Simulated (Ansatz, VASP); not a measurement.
Two plane-wave programs on Cu

File INCAR:

```
SYSTEM = Cu
PREC = Accurate
ENCUT = 520
EDIFF = 1E-6
ISMEAR = 0
SIGMA = 0.1
LREAL = .False.
LASPH = .True.
NELM = 60
ALGO = Fast
ISIF = 2
LWAVE = .False.
LCHARG = .True.
GGA = PE
LELF = .True.
LVHAR = .True.
NBANDS = 12
```

File KPOINTS:

```
Automatic mesh
0
Gamma
  26 26 26
  0 0 0
```

POSCAR

```
Cu
1.0
   -1.4427933200      1.4427933200      1.3760814500
    1.4427933200     -1.4427933200      1.3760814500
    1.4427933200      1.4427933200     -1.3760814500
Cu
1
Direct
    0.0000000000      0.0000000000      0.0000000000
```

Input for Ansatz:

```yaml
crystal:
  lattice:
    - [-1.44279332, 1.44279332, 1.37608145]
    - [1.44279332, -1.44279332, 1.37608145]
    - [1.44279332, 1.44279332, -1.37608145]
  atoms:
    - { symbol: Cu, position: [0.0, 0.0, 0.0] }
basis:
  ecutwfc: 420
kpoints:
  mp_grid: { grid: [26, 26, 26] }
hamiltonian:
  xc: pbe
scf:
  occupations: { method: gaussian, width: 0.1 }
output:
  forces: true
  stress: true
  eigenvalues: true
```

Alike in both runs: task single point; functional PBE; k mesh 26 × 26 × 26; occupations gaussian, width 0.1 eV; no spin polarisation.

```csv
,VASP,Ansatz
version,VASP 6.6.1,Ansatz 0.2.0
potentials or method,"VASP PAW PBE potentials, release 64 (Cu), cutoff 520 eV","scalar-relativistic, plane waves, PAW"
valence electrons in the cell,11,19
```

VASP gave:

| Property | Result |
| --- | --- |
| gap on the k mesh at the Fermi level (eV) | none |
| pressure (GPa) | 8.0 |

Problem. Which values does Ansatz return?

Solution. gap on the k mesh at the Fermi level (eV): none; pressure (GPa): 7.3.

A gap of «none» marks a metal or a gap that the smearing closes. With one functional, cell and mesh, what is left measures potentials, basis and numerics. VASP's potentials hold 11 valence electrons a cell and Ansatz's 19, so a difference there can come from the potentials and not from the codes.
